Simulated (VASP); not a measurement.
Write the native input for VASP 6.6.1 that does the following.

```yaml
Task: single point
Functional: PBE
Dispersion: D3(BJ)
Potentials_or_basis: VASP PAW PBE potentials, release 64 (Al)
Cutoff: 520 eV
k_mesh: 18 × 18 × 10
Occupations: gaussian, width 0.15 eV
Spin: no spin polarisation
Dipole_correction: no
Further_INCAR_settings: ALGO = Fast; EDIFF = 1e-07; NBANDS = 10
```

The structure of Al lies in POSCAR:

```
Al
1.0
    2.7983930747      0.0000000000      0.0000000000
   -1.3991965373      2.4478360703      0.0000000000
    0.0000000000      0.0000000000      4.8668500000
Al
2
Direct
    0.6666666667      0.3333333333      0.7500000000
    0.3333333333      0.6666666667      0.2500000000
```

This cell differs from its parent crystal: strain -0.0050 x Voigt [1, -1, 0, 0, 0, 0].

One way to write it, as run:

INCAR

```
ALGO = Fast
EDIFF = 1E-7
ENCUT = 520
GGA = PE
ISIF = 2
ISMEAR = 0
IVDW = 12
LASPH = True
LCHARG = False
LREAL = False
LWAVE = False
NBANDS = 10
NELM = 80
PREC = Accurate
SIGMA = 0.15
```

KPOINTS

```
k-points
0
Gamma
  18 18 10
```

Potentials or basis: VASP PAW PBE potentials, release 64 (Al).

Launch:

```sh
$ cat potpaw_PBE.64/Al/POTCAR > POTCAR
$ mpirun -np 1 vasp_std > vasp.out
```

Results of the run:

- Pressure: -3.2 GPa
- Band gap on the k mesh: zero (band 3 reaches 11.59 eV, above the bottom of band 4 at 4.74 eV)
- Dispersion energy per atom: -0.333 eV

Caveat: the cell differs from its parent crystal (strain -0.0050 x Voigt [1, -1, 0, 0, 0, 0]); pairwise dispersion overbinds metals, which lowers pressure and volume.

It took 100 s on 1 thread of Intel(R) Xeon(R) Platinum 8124M CPU @ 3.00GHz (Skylake/Cascade Lake), with other jobs on the host, peak memory 0.27 GiB.
